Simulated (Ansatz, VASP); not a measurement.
# Two plane-wave programs on GaN

```
Ga N
1.0
     3.18000    0.00000    0.00000
    -1.59000    2.75396    0.00000
     0.00000    0.00000    5.16600
Ga N
2 2
Direct
  0.32860 0.66667 0.00000
  0.66193 0.33333 0.50000
  0.35692 0.66667 0.37500
  0.69025 0.33333 0.87500
```

Change from the starting cell: mode 7 (547.4 1/cm) frozen in, largest displacement +0.075 Å.

Alike in both runs: task single point; functional PBE; k mesh 12 × 12 × 6; occupations gaussian, width 0.05 eV; no spin polarisation.

|  | VASP | Ansatz |
| --- | --- | --- |
| version | VASP 6.6.1 | Ansatz 0.2.0 |
| potentials or method | VASP PAW PBE potentials, release 64 (Ga_d, N), cutoff 520 eV | scalar-relativistic, plane waves, PAW |
| valence electrons in the cell | 36 | 36 |

```tsv
	VASP	Ansatz	Ansatz less VASP
gap on the k mesh at the Fermi level (eV)	1.89	1.88	-0.008
least direct gap on the mesh (eV)	1.89	1.88	-0.008
pressure (GPa)	8.2	8.1	-0.02
traceless stress, the component that is largest in VASP (GPa)	3.75	3.83	+0.084
rms of the force components (eV/Å)	0.675	0.686	+0.0107
```

Atom by atom the forces differ by 0.011 eV/Å (rms over components).
